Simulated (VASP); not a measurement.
# TiCo (Pm-3m) in VASP: notebook, part 2 of 2

VASP 6.6.1. Earlier steps stand in the parts before.

## 3. Relaxation of cell and atoms, PBEsol, collinear spin, ferromagnetic start, target pressure 20 GPa, at which the enthalpy is minimised

The input, INCAR:

```
PREC = Accurate
ENCUT = 600
EDIFF = 1E-7
ISMEAR = -1
SIGMA = 0.05
LREAL = False
LASPH = True
NELM = 150
ALGO = Normal
ISIF = 3
LWAVE = False
LCHARG = False
ISPIN = 2
MAGMOM = 2 1
LORBIT = 11
LMAXMIX = 4
GGA = PS
IBRION = 2
NSW = 80
EDIFFG = -0.005
PSTRESS = 200.0
```

The input, KPOINTS:

```
Automatic mesh
0
Gamma
  9 9 9
```

The input, POSCAR:

```
TiCo
1.0
    2.9861109900      0.0000000000      0.0000000000
    0.0000000000      2.9861109900      0.0000000000
    0.0000000000      0.0000000000      2.9861109900
Co Ti
1 1
Direct
    0.5000000000      0.5000000000      0.5000000000
    0.0000000000      0.0000000000      0.0000000000
```

Potentials or basis: VASP PAW PBE potentials, release 64 (Co, Ti_sv).

Command:

```bash
$ cat potpaw_PBE.64/Co/POTCAR potpaw_PBE.64/Ti_sv/POTCAR > POTCAR
$ mpirun -np 1 vasp_std > vasp.out
```

OUTCAR:

```text
PREC = Accurate
   ENCUT = 600
   EDIFF = 1E-7
   ISMEAR = -1
   LREAL = False
   LASPH = True
   NELM = 150
   ISIF = 3
   ISPIN = 2
   LORBIT = 11
   GGA = PS
   IBRION = 2
   NSW = 80
   EDIFFG = -0.005
   PSTRESS = 200.0

 ion  position               nearest neighbor table
   1  0.500  0.500  0.500-   2 2.59   2 2.59   2 2.59   2 2.59   2 2.59   2 2.59   2 2.59   2 2.59

   2  0.000  0.000  0.000-   1 2.59   1 2.59   1 2.59   1 2.59   1 2.59   1 2.59   1 2.59   1 2.59

  LATTYP: Found a simple cubic cell.
 ALAT       =     2.9861109900

  Lattice vectors:

 A1 = (   2.9861109900,   0.0000000000,   0.0000000000)
 A2 = (   0.0000000000,   2.9861109900,   0.0000000000)
 A3 = (   0.0000000000,   0.0000000000,   2.9861109900)

Analysis of symmetry for initial positions (statically):
=====================================================================
 Subroutine PRICEL returns:
 Original cell was already a primitive cell.

 Routine SETGRP: Setting up the symmetry group for a
 simple cubic supercell.

 Subroutine GETGRP returns: Found 48 space group operations
 (whereof 48 operations were pure point group operations)
 out of a pool of 48 trial point group operations.

The static configuration has the point symmetry O_h .

Analysis of symmetry for dynamics (positions and initial velocities):
=====================================================================
 Subroutine PRICEL returns:
 Original cell was already a primitive cell.

 Routine SETGRP: Setting up the symmetry group for a
 simple cubic supercell.

 Subroutine GETGRP returns: Found 48 space group operations
 (whereof 48 operations were pure point group operations)
 out of a pool of 48 trial point group operations.

The dynamic configuration has the point symmetry O_h .

Analysis of structural, dynamic, and magnetic symmetry:
[... 123 lines left out ...]
   NUPDOWN=      -1.0000    fix difference up-down
   EMIN   =  10.00;   EMAX   =-10.00  energy-range for DOS
   EFERMI =   0.00;   METHOD = LEGACY
   ISMEAR =    -1;   SIGMA  =   0.05  broadening in eV -4-tet -1-fermi 0-gaus
   EFERMI_NEDOS =   21; number of points for ismear=-14 and -15
   IALGO  =     38    algorithm
   IMIX   =      4    mixing-type and parameters
     AMIX     =   0.40;   BMIX     =  1.00
     AMIX_MAG =   1.60;   BMIX_MAG =  1.00
  volume/ion in A,a.u.               =      13.31        89.84
  Fermi-wavevector in a.u.,A,eV,Ry     =   1.512546  2.858298 31.127355  2.287796
  Thomas-Fermi vector in A             =   2.622456
   LORBIT       =     11    0 simple, 1 ext, 2 COOP (PROOUT), +10 PAW based schemes
   GGA     = PS    functional components
   LHFCALC =     F    Hartree Fock is set to
   AEXX    =    0.0000 exact exchange contribution
   IVDW    =     0    specifies the selected vdW correction
   LEPSILON=     F    determine dielectric tensor
   LRPA    =     F    only Hartree local field effects (RPA)
 conjugate gradient relaxation of ions
 spin polarized calculation
  energy-cutoff  :      600.00
  volume of cell :       26.63
 maximum number of plane-waves:       905
 NGX is ok and might be reduce to    24
   NGX = 11   NGY = 11   NGZ = 11

--------------------------------------- Ionic step        1  -------------------------------------------

 number of electron      20.9999983 magnetization       0.6702865

 Free energy of the ion-electron system (eV)
  ---------------------------------------------------
  ext. energy  EPLUGINS =         0.00000000
  ---------------------------------------------------
  free energy    TOTEN  =       -16.87894258 eV

  energy without entropy =      -16.86030076  energy(sigma->0) =      -16.86962167

 E-fermi :   9.7929     XC(G=0): -12.7324

 val. band max:        9.7649153768   @ k =   0.4444   0.3333   0.2222
 cond. band min:       9.8159085592   @ k =   0.4444   0.4444   0.2222
 fundamental gap:      0.0509931824
 Fermi energy:         9.7928672284

 spin component 1

 k-point     1 :       0.0000    0.0000    0.0000
  band No.  band energies     occupation
      1     -47.1518      1.00000
      2     -23.3437      1.00000
      3     -23.3437      1.00000
      4     -23.3437      1.00000
      5       2.0692      1.00000
      6       5.7069      1.00000
[... 1062 lines left out ...]
--------------------------------------- Ionic step        5  -------------------------------------------

 number of electron      20.9999993 magnetization       0.0000853

 Free energy of the ion-electron system (eV)
  ---------------------------------------------------
  ext. energy  EPLUGINS =         0.00000000
  ---------------------------------------------------
  free energy    TOTEN  =       -16.77678702 eV

  energy without entropy =      -16.75117192  energy(sigma->0) =      -16.76397947

 E-fermi :  11.7178     XC(G=0): -13.5206

 val. band max:       11.7147098979   @ k =   0.4444   0.3333   0.1111
 cond. band min:      11.7311644715   @ k =   0.4444   0.3333   0.3333
 fundamental gap:      0.0164545736
 Fermi energy:        11.7178488092

 spin component 1

 k-point     1 :       0.0000    0.0000    0.0000
  band No.  band energies     occupation
      1     -44.9907      1.00000
      2     -21.1266      1.00000
      3     -21.1266      1.00000
      4     -21.1266      1.00000
      5       3.4691      1.00000
      6       7.1320      1.00000
[... 940 lines left out ...]
  energy  without entropy=      -16.7511719151  energy(sigma->0) =      -16.76397947

  enthalpy is  TOTEN    =       -13.8954419806 eV   P V=        2.8813450425

 reached required accuracy - stopping structural energy minimisation

 total charge

# of ion       s       p       d       tot
------------------------------------------
    1        0.581   0.539   7.443   8.563
    2        2.285   6.232   2.007  10.524
--------------------------------------------------
tot          2.866   6.771   9.451  19.088

 magnetization (x)

# of ion       s       p       d       tot
------------------------------------------
    1        0.000   0.000   0.000   0.000
    2       -0.000  -0.000   0.000   0.000
--------------------------------------------------
tot          0.000   0.000   0.000   0.000
```

It took 83 s on 1 thread of Intel Xeon Platinum 8488C (Sapphire Rapids), shared host; peak memory 0.17 GiB.

What came out:

- Free energy: -16.7768 eV
- Relaxed volume: 11.54 Å³/atom
- Relaxed cell: a = 2.847 Å, b = 2.847 Å, c = 2.847 Å, α = 90.00°, β = 90.00°, γ = 90.00°
- Space group after relaxing (to 0.1 Å): Pm-3m (No. 221)
- Energy change on relaxing (the run minimises the enthalpy): +51.1 meV/atom
- Ionic steps: 5
- Pressure after relaxing: 20.0 GPa
- Net moment: 0.00 μB per cell
- Valence electrons inside the program's atomic spheres: Co 8.56; Ti 10.52

The path:
```
step  energy change (eV)  largest force (eV/Å)  pressure (GPa)  volume (Å³)
   1              0.0000                0.0000           -8.65        26.63
   2              1.8071                0.0000          113.36        18.47
   3              0.0694                0.0000           16.82        23.37
   4              0.0940                0.0000           19.32        23.15
   5              0.1022                0.0000           20.03        23.08
```

Final structure:
```cif
data_structure
_symmetry_space_group_name_H-M 'P 1'
_symmetry_Int_Tables_number 1
_cell_length_a 2.8472
_cell_length_b 2.8472
_cell_length_c 2.8472
_cell_angle_alpha 90.000
_cell_angle_beta 90.000
_cell_angle_gamma 90.000
_cell_volume 23.08
loop_
_atom_site_label
_atom_site_type_symbol
_atom_site_fract_x
_atom_site_fract_y
_atom_site_fract_z
_atom_site_occupancy
Co1 Co 0.50000 0.50000 0.50000 1
Ti1 Ti 0.00000 0.00000 0.00000 1
```

Levels at points of the mesh, in eV from the Fermi level:
Spin up:
```tsv
k point	band 7	band 8	band 9	band 10	band 11	band 12	band 13	band 14
(0.00, 0.00, 0.00)	-4.59	-1.74	-1.74	-1.74	0.91	0.91	3.28	3.28
```
Spin down:
```tsv
k point	band 7	band 8	band 9	band 10	band 11	band 12	band 13	band 14
(0.00, 0.00, 0.00)	-4.59	-1.74	-1.74	-1.74	0.91	0.91	3.28	3.28
```

Caveat: the cell is relaxed towards a set pressure, so the run minimises the enthalpy, not the energy; the PAW data sets were made with another functional, which shifts forces and pressure a little.
